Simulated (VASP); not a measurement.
# CaLuBi2O4 (P4/mmm) in VASP: single point with PBE

Aim: the single point of CaLuBi2O4 with PBE.

Program: VASP 6.6.1. These are calculated values, not measurements. Logs are shortened: lines on timing, memory, paths and dates and some standing lists are left out, and cuts for length are marked.

## Step 1: The cell of the first run

Symmetry: P4/mmm, No. 123, tetragonal system. The conventional cell has a = 3.801 Å, b = 3.801 Å, c = 9.025 Å, α = 90.00°, β = 90.00°, γ = 90.00°. Within 3.1 Å of Lu (site symmetry 4/mmm) lie 8 O at 2.32 Å. Bi (site symmetry 4mm) has 4 O at 2.25 Å within 3.0 Å. O (site symmetry 2mm) has 2 Bi at 2.25 Å and 2 Lu at 2.32 Å and 5 O at 2.66 to 2.69 Å within 3.0 Å. Within 4.6 Å of Ca (site symmetry 4/mmm) lie 8 Bi at 3.34 Å and 8 O at 3.71 Å and 4 Ca at 3.80 Å and 2 Lu at 4.51 Å.

## Step 2: Single point, PBE

Contents of INCAR:

```
SYSTEM = CaLuBi2O4
PREC = Accurate
ENCUT = 600
EDIFF = 1E-6
ISMEAR = -1
SIGMA = 0.1
LREAL = .False.
LASPH = .True.
NELM = 120
ALGO = Normal
ISIF = 2
LWAVE = .False.
LCHARG = .False.
GGA = PE
NBANDS = 54
GGA_COMPAT = .False.
```

Contents of KPOINTS:

```
Automatic mesh
0
Gamma
  8 8 4
  0 0 0
```

Contents of POSCAR:

```
CaLuBi2O4
1.0
    3.8008660000      0.0000000000      0.0000000000
    0.0000000000      3.8008660000      0.0000000000
    0.0000000000      0.0000000000      9.0251760000
Lu Bi O Ca
1 2 4 1
Direct
    0.0000000000      0.0000000000      0.0000000000
    0.5000000000      0.5000000000      0.7199859279
    0.5000000000      0.5000000000      0.2800140721
    0.5000000000      0.0000000000      0.8527554923
    0.0000000000      0.5000000000      0.8527554923
    0.5000000000      0.0000000000      0.1472445077
    0.0000000000      0.5000000000      0.1472445077
    0.0000000000      0.0000000000      0.5000000000
```

Potentials or basis: VASP PAW PBE potentials, release 64 (Lu, Bi_d, O, Ca_sv).

Started as:

```
$ cat potpaw_PBE.64/Lu/POTCAR potpaw_PBE.64/Bi_d/POTCAR potpaw_PBE.64/O/POTCAR potpaw_PBE.64/Ca_sv/POTCAR > POTCAR
$ mpirun -np 1 vasp_std > vasp.out
```

OUTCAR:

```text
SYSTEM = CaLuBi2O4
   PREC = Accurate
   ENCUT = 600
   EDIFF = 1E-6
   ISMEAR = -1
   LREAL = .False.
   LASPH = .True.
   NELM = 120
   ISIF = 2
   GGA = PE

 ion  position               nearest neighbor table
   1  0.000  0.000  0.000-   4 2.32   5 2.32   6 2.32   7 2.32   5 2.32   7 2.32   4 2.32   6 2.32
                             2 3.69   3 3.69   2 3.69   3 3.69   2 3.69   3 3.69   2 3.69   3 3.69
   2  0.500  0.500  0.720-   4 2.25   5 2.25   4 2.25   5 2.25   8 3.34   8 3.34   8 3.34   8 3.34
                             1 3.69   1 3.69   1 3.69   1 3.69
   3  0.500  0.500  0.280-   6 2.25   7 2.25   6 2.25   7 2.25   8 3.34   8 3.34   8 3.34   8 3.34
                             1 3.69   1 3.69   1 3.69   1 3.69
   4  0.500  0.000  0.853-   2 2.25   2 2.25   1 2.32   1 2.32
   5  0.000  0.500  0.853-   2 2.25   2 2.25   1 2.32   1 2.32
   6  0.500  0.000  0.147-   3 2.25   3 2.25   1 2.32   1 2.32
   7  0.000  0.500  0.147-   3 2.25   3 2.25   1 2.32   1 2.32
   8  0.000  0.000  0.500-   2 3.34   3 3.34   2 3.34   3 3.34   2 3.34   3 3.34   2 3.34   3 3.34

  LATTYP: Found a simple tetragonal cell.
 ALAT       =     3.8008660000
 C/A-ratio  =     2.3745051786

  Lattice vectors:

 A1 = (   3.8008660000,   0.0000000000,   0.0000000000)
 A2 = (   0.0000000000,   3.8008660000,   0.0000000000)
 A3 = (   0.0000000000,   0.0000000000,   9.0251760000)

Analysis of symmetry for initial positions (statically):
=====================================================================
 Subroutine PRICEL returns:
 Original cell was already a primitive cell.

 Routine SETGRP: Setting up the symmetry group for a
 simple tetragonal supercell.

 Subroutine GETGRP returns: Found 16 space group operations
 (whereof 16 operations were pure point group operations)
 out of a pool of 16 trial point group operations.

The static configuration has the point symmetry D_4h.

Analysis of symmetry for dynamics (positions and initial velocities):
=====================================================================
 Subroutine PRICEL returns:
 Original cell was already a primitive cell.

 Routine SETGRP: Setting up the symmetry group for a
 simple tetragonal supercell.

 Subroutine GETGRP returns: Found 16 space group operations
 (whereof 16 operations were pure point group operations)
 out of a pool of 16 trial point group operations.

The dynamic configuration has the point symmetry D_4h.

 Subroutine INISYM returns: Found 16 space group operations
 (whereof 16 operations are pure point group operations),
 and found     1 'primitive' translations

----------------------------------------------------------------------------------------

                                     Primitive cell

  volume of cell :     130.3829

  direct lattice vectors                    reciprocal lattice vectors
     3.800866000  0.000000000  0.000000000     0.263097936  0.000000000  0.000000000
     0.000000000  3.800866000  0.000000000     0.000000000  0.263097936  0.000000000
     0.000000000  0.000000000  9.025176000     0.000000000  0.000000000  0.110801163

  length of vectors
     3.800866000  3.800866000  9.025176000     0.263097936  0.263097936  0.110801163

  position of ions in fractional coordinates (direct lattice)
     0.000000000  0.000000000  0.000000000
     0.500000000  0.500000000  0.719985928
     0.500000000  0.500000000  0.280014072
     0.500000000  0.000000000  0.852755492
     0.000000000  0.500000000  0.852755492
     0.500000000  0.000000000  0.147244508
     0.000000000  0.500000000  0.147244508
     0.000000000  0.000000000  0.500000000

  ion indices of the primitive-cell ions
   primitive index   ion index
                 1           1
                 2           2
                 3           3
                 4           4
                 5           5
                 6           6
                 7           7
                 8           8

----------------------------------------------------------------------------------------

 KPOINTS: Automatic mesh

Automatic generation of k-mesh.
 Grid dimensions read from file:
 generate k-points for:    8    8    4

 Generating k-lattice:

  Cartesian coordinates                     Fractional coordinates (reciprocal lattice)
     0.032887242  0.000000000  0.000000000     0.125000000  0.000000000  0.000000000
     0.000000000  0.032887242  0.000000000     0.000000000  0.125000000  0.000000000
     0.000000000  0.000000000  0.027700291     0.000000000  0.000000000  0.250000000

  Length of vectors
     0.032887242  0.032887242  0.027700291

  Shift w.r.t. Gamma in fractional coordinates (k-lattice)
     0.000000000  0.000000000  0.000000000

 Subroutine IBZKPT returns following result:
 ===========================================

 Found     45 irreducible k-points:

 Following reciprocal coordinates:
            Coordinates               Weight
  0.000000  0.000000  0.000000      1.000000
  0.125000  0.000000  0.000000      4.000000
  0.250000  0.000000  0.000000      4.000000
  0.375000  0.000000  0.000000      4.000000
  0.500000  0.000000  0.000000      2.000000
  0.125000  0.125000  0.000000      4.000000
[... 16 lines left out ...]
  0.375000  0.125000  0.250000     16.000000
  0.500000  0.125000  0.250000      8.000000
 [... further k-points ...]
   k-points           NKPTS =     45   k-points in BZ     NKDIM =     45   number of bands    NBANDS=     54
   number of dos      NEDOS =    301   number of ions     NIONS =      8
   total plane-waves  NPLWV =  64800
   dimension x,y,z NGX =    30 NGY =   30 NGZ =   72
   dimension x,y,z NGXF=    60 NGYF=   60 NGZF=  144
   ions per type =               1   2   4   1
   NGX,Y,Z   is equivalent  to a cutoff of  13.12, 13.12, 13.26 a.u.
   NGXF,Y,Z  is equivalent  to a cutoff of  26.24, 26.24, 26.53 a.u.
 SYSTEM =  CaLuBi2O4
   PREC   = accura    normal or accurate (medium, high low for compatibility)
   ISTART =      0    job   : 0-new  1-cont  2-samecut
   ICHARG =      2    charge: 1-file 2-atom 10-const
   ISPIN  =      1    spin polarized calculation?
   LNONCOLLINEAR =      F non collinear calculations
   LSORBIT =      F    spin-orbit coupling
   LASPH  =      T    aspherical Exc in radial PAW
   ENCUT  =  600.0 eV  44.10 Ry    6.64 a.u.   7.59  7.59 18.03*2*pi/ulx,y,z
   NELM   =    120;   NELMIN=  2; NELMDL= -5     # of ELM steps
   EDIFF  = 0.1E-05   stopping-criterion for ELM
   LREAL  =      F    real-space projection
   EDIFFG = 0.1E-04   stopping-criterion for IOM
   NSW    =      0    number of steps for IOM
   IBRION =     -1    ionic relax: 0-MD 1-quasi-New 2-CG
   NFREE  =      0    steps in history (QN), initial steepest desc. (CG)
   ISIF   =      2    stress and relaxation
   ISYM   =      2    0-nonsym 1-usesym 2-fastsym
   POTIM  = 0.5000    time-step for ionic-motion
   TEBEG  =    0.0;   TEEND  =   0.0 temperature during run
   PSTRESS=    0.0 pullay stress
   NELECT =      89.0000    total number of electrons
   NUPDOWN=      -1.0000    fix difference up-down
   EMIN   =  10.00;   EMAX   =-10.00  energy-range for DOS
   EFERMI =   0.00;   METHOD = LEGACY
   ISMEAR =    -1;   SIGMA  =   0.10  broadening in eV -4-tet -1-fermi 0-gaus
   EFERMI_NEDOS =   21; number of points for ismear=-14 and -15
   IALGO  =     38    algorithm
   IMIX   =      4    mixing-type and parameters
     AMIX     =   0.40;   BMIX     =  1.00
     AMIX_MAG =   1.60;   BMIX_MAG =  1.00
  volume/ion in A,a.u.               =      16.30       109.98
  Fermi-wavevector in a.u.,A,eV,Ry     =   1.441444  2.723935 28.269668  2.077762
  Thomas-Fermi vector in A             =   2.560076
   LORBIT       =      0    0 simple, 1 ext, 2 COOP (PROOUT), +10 PAW based schemes
   GGA     = PE    functional components
   LHFCALC =     F    Hartree Fock is set to
   AEXX    =    0.0000 exact exchange contribution
   IVDW    =     0    specifies the selected vdW correction
   LEPSILON=     F    determine dielectric tensor
   LRPA    =     F    only Hartree local field effects (RPA)
 non-spin polarized calculation
  energy-cutoff  :      600.00
  volume of cell :      130.38
 maximum number of plane-waves:      4388
   NGX = 15   NGY = 15   NGZ = 37

 number of electron      89.0000035 magnetization

 Free energy of the ion-electron system (eV)
  ---------------------------------------------------
  ext. energy  EPLUGINS =         0.00000000
  ---------------------------------------------------
  free energy    TOTEN  =       -45.85210425 eV

  energy without entropy =      -45.73587307  energy(sigma->0) =      -45.79398866

 E-fermi :   6.9267     XC(G=0): -10.8664

 val. band max:        6.9252889963   @ k =   0.3750   0.2500   0.0000
 cond. band min:       6.9500552436   @ k =   0.5000   0.3750   0.5000
 fundamental gap:      0.0247662474
 Fermi energy:         6.9266937395

 k-point     1 :       0.0000    0.0000    0.0000
  band No.  band energies     occupation
      1     -48.4784      2.00000
      2     -35.0614      2.00000
      3     -19.4367      2.00000
      4     -19.2091      2.00000
      5     -19.2091      2.00000
      6     -17.1105      2.00000
[... 46 lines left out ...]
     53      11.1075      0.00000
     54      11.4323      0.00000

 k-point     2 :       0.1250    0.0000    0.0000
  band No.  band energies     occupation
      1     -48.4779      2.00000
      2     -35.0603      2.00000
      3     -19.4239      2.00000
      4     -19.2560      2.00000
      5     -19.2073      2.00000
      6     -17.0977      2.00000
[... 46 lines left out ...]
     53      11.2877      0.00000
     54      11.8026      0.00000

 k-point     3 :       0.2500    0.0000    0.0000
  band No.  band energies     occupation
      1     -48.4766      2.00000
      2     -35.0576      2.00000
      3     -19.3924      2.00000
      4     -19.3651      2.00000
      5     -19.2031      2.00000
      6     -17.0712      2.00000
[... 46 lines left out ...]
     53      11.4355      0.00000
     54      11.5502      0.00000
[... 1084 lines left out ...]
 k-point    23 :       0.3750    0.1250    0.2500
  band No.  band energies     occupation
      1     -48.4748      2.00000
      2     -35.0539      2.00000
      3     -19.4672      2.00000
      4     -19.3474      2.00000
      5     -19.2454      2.00000
      6     -17.0527      2.00000
[... 46 lines left out ...]
     53      11.4087      0.00000
     54      11.6584      0.00000

 k-point    24 :       0.5000    0.1250    0.2500
  band No.  band energies     occupation
      1     -48.4743      2.00000
      2     -35.0528      2.00000
      3     -19.5090      2.00000
      4     -19.3340      2.00000
      5     -19.2436      2.00000
      6     -17.0582      2.00000
[... 46 lines left out ...]
     53      11.4851      0.00000
     54      11.5177      0.00000

 [... further k-points ...]

------------------------ aborting loop because EDIFF is reached ----------------------------------------

  FORCE on cell =-STRESS in cart. coord.  units (eV):
  Direction    XX          YY          ZZ          XY          YZ          ZX
  --------------------------------------------------------------------------------------
  -------------------------------------------------------------------------------------
  Total        9.2267915      9.2267915      6.6960438      0.0000000      0.0000000      0.0000000
  in kB      113.3810541    113.3810541     82.2826126      0.0000000      0.0000000      0.0000000
  external PRESSURE =     103.0149069 kB  Pullay stress =       0.0000000 kB

 VOLUME and BASIS-vectors are now :
 -----------------------------------------------------------------------------
  energy-cutoff  :      600.00
  volume of cell :      130.38
      direct lattice vectors                 reciprocal lattice vectors
     3.800866000  0.000000000  0.000000000     0.263097936  0.000000000  0.000000000
     0.000000000  3.800866000  0.000000000     0.000000000  0.263097936  0.000000000
     0.000000000  0.000000000  9.025176000     0.000000000  0.000000000  0.110801163

 POSITION                                       TOTAL-FORCE (eV/Angst)
 -----------------------------------------------------------------------------------
      0.00000      0.00000      0.00000         0.000000     -0.000000      0.000000
      1.90043      1.90043      6.49800         0.000000      0.000000     -0.073456
      1.90043      1.90043      2.52718        -0.000000      0.000000      0.073456
      1.90043      0.00000      7.69627         0.000000     -0.000000     -0.001890
      0.00000      1.90043      7.69627         0.000000     -0.000000     -0.001890
      1.90043      0.00000      1.32891         0.000000     -0.000000      0.001890
      0.00000      1.90043      1.32891         0.000000     -0.000000      0.001890
      0.00000      0.00000      4.51259         0.000000     -0.000000      0.000000
 -----------------------------------------------------------------------------------
    total drift:                                0.000000      0.000000      0.000000

  FREE ENERGIE OF THE ION-ELECTRON SYSTEM (eV)
  ---------------------------------------------------
  free  energy   TOTEN  =       -45.8521042467 eV

  energy  without entropy=      -45.7358730695  energy(sigma->0) =      -45.79398866
```

It took 5.3 min on 1 thread of AMD EPYC 7R13 (Zen 3), shared host; peak memory 0.49 GiB.

Results:

* Free energy: -45.8521 eV
* Pressure: 10.3 GPa
* Largest force: 0.073 eV/Å
* Band gap on the k mesh: zero (an odd number of electrons rules out a gap without spin polarisation)

Forces on the atoms (eV/Å):
```
Lu   0.000  0.000  0.000
Bi   0.000  0.000 -0.073
Bi   0.000  0.000  0.073
O    0.000  0.000 -0.002
O    0.000  0.000 -0.002
O    0.000  0.000  0.002
O    0.000  0.000  0.002
Ca   0.000  0.000  0.000
```

Caveat: the cell stands under pressure; spin-orbit coupling is left out, which moves the levels of the heavy elements; an odd number of electrons without spin polarisation forces a metal; a magnetic or distorted state may lie lower.
